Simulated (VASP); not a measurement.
# Bi: single point with PBE0

The system is Bi.

```
CELL_PARAMETERS angstrom
-1.94098 1.94098 1.94098
1.94098 -1.94098 1.94098
1.94098 1.94098 -1.94098
ATOMIC_POSITIONS crystal
Bi 0.00000 0.00000 0.00000
```

This isn't the form of Bi at room conditions, which is rhombohedral.

```yaml
Program: VASP 6.6.1
Task: single point
Functional: PBE0
Potentials_or_basis: VASP PAW PBE potentials, release 64 (Bi_d)
Cutoff: 520 eV
k_mesh: 6 × 6 × 6
Occupations: fermi-dirac, width 0.05 eV
Spin: no spin polarisation
```

```json
{
 "Pressure": "3.0 GPa",
 "Band gap on the k mesh": "zero (an odd number of electrons rules out a gap without spin polarisation)"
}
```

Levels at points of the mesh, in eV from the Fermi level:
| k point | band 4 | band 5 | band 6 | band 7 | band 8 | band 9 | band 10 | band 11 |
| --- | --- | --- | --- | --- | --- | --- | --- | --- |
| (0.00, 0.00, 0.00) | -24.99 | -24.99 | -15.38 | 7.17 | 7.17 | 7.17 | 11.64 | 12.20 |
| (0.50, 0.00, 0.00) | -25.00 | -24.88 | -11.45 | -6.11 | 2.79 | 4.99 | 7.54 | 9.12 |
| (0.50, 0.50, 0.50) | -24.91 | -24.91 | -8.65 | -2.14 | -2.14 | -2.14 | 4.56 | 4.56 |

It took 10 min on 1 thread of Intel(R) Xeon(R) 6975P-C (Granite Rapids) (shared host), peak memory 0.17 GiB.

Caveat: the k points lie up to 0.38 Å⁻¹ apart, too coarse for converged energies and pressures of a metal; the PAW data sets were made with another functional, which shifts forces and pressure a little; spin-orbit coupling is left out, which moves the levels of the heavy elements.
